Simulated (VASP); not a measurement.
Input of a VASP 6.6.1 run:

INCAR

```
PREC = Accurate ; ENCUT = 520
EDIFF = 1E-6 ; ISMEAR = 0
SIGMA = 0.05 ; LREAL = False
LASPH = True ; NELM = 100
ALGO = Normal ; ISIF = 2
LWAVE = False ; LCHARG = True
LELF = True ; LVHAR = True
NBANDS = 16
```

The input KPOINTS:

```
Automatic mesh
0
Gamma
  12 12 4
```

POSCAR

```
BN
1.0
    2.6070911646      0.0000000000      0.0000000000
   -1.3035455823      2.2578071786      0.0000000000
    0.0000000000      0.0000000000      6.4848785629
B N
2 2
Direct
    0.3333333333      0.6666666667      0.2500000000
    0.6666666667      0.3333333333      0.7500000000
    0.3333333333      0.6666666667      0.7500000000
    0.6666666667      0.3333333333      0.2500000000
```

Potentials or basis: VASP PAW LDA potentials, release 64 (B, N).

Run with:

```bash
$ cat potpaw_LDA.64/B/POTCAR potpaw_LDA.64/N/POTCAR > POTCAR
$ mpirun -np 1 vasp_std > vasp.out
```

Question: What does it give for the band gap on the k mesh?

Answer: 3.81 eV (least direct gap 4.12 eV).

Question: What does it give for the pressure?

Answer: -28.5 GPa.

Stress tensor (GPa, compression positive):
```
-42.48   0.00   0.00
  0.00 -42.48   0.00
  0.00   0.00  -0.43
```

Caveat: the cell stands under tension. A k mesh can miss the band edges.
